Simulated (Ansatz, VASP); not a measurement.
Two plane-wave programs on PbO

```
Pb O
1.0
     5.95332    0.00000    0.00000
     0.00000    5.54806    0.00000
     0.00000    0.00000    4.80542
Pb O
4 4
Direct
  0.76900 0.51400 0.25000
  0.23100 0.48600 0.75000
  0.76900 0.98600 0.75000
  0.23100 0.01400 0.25000
  0.13200 0.58200 0.25000
  0.86800 0.41800 0.75000
  0.13200 0.91800 0.75000
  0.86800 0.08200 0.25000
```

Alike in both runs: task single point; functional PBEsol; k mesh 5 × 5 × 6; occupations fermi-dirac, width 0.05 eV; no spin polarisation.

|  | VASP | Ansatz |
| --- | --- | --- |
| version | VASP 6.6.1 | Ansatz 0.2.0 |
| potentials or method | VASP PAW PBE potentials, release 64 (Pb_d, O) | Ansatz PAW |
| plane-wave cutoff (eV) | 520 | 420 |
| valence electrons in the cell | 80 | 80 |

```csv
,VASP,Ansatz,Ansatz less VASP
gap on the k mesh at the Fermi level (eV),1.84,1.84,+0.003
least direct gap on the mesh (eV),2.03,2.03,+0.002
pressure (GPa),-4.7,-4.7,-0.02
"traceless stress, the component that is largest in VASP (GPa)",3.41,3.26,-0.148
rms of the force components (eV/Å),0.529,0.532,+0.0033
```

VASP's potentials were made for PBE, not for PBEsol. Atom by atom the forces differ by 0.020 eV/Å (rms over components).

Neither program's run includes spin-orbit coupling. Noted on Ansatz's run: odd divisions of the mesh miss points on the zone boundary, where band edges often lie, so the gap on the mesh can be too wide.
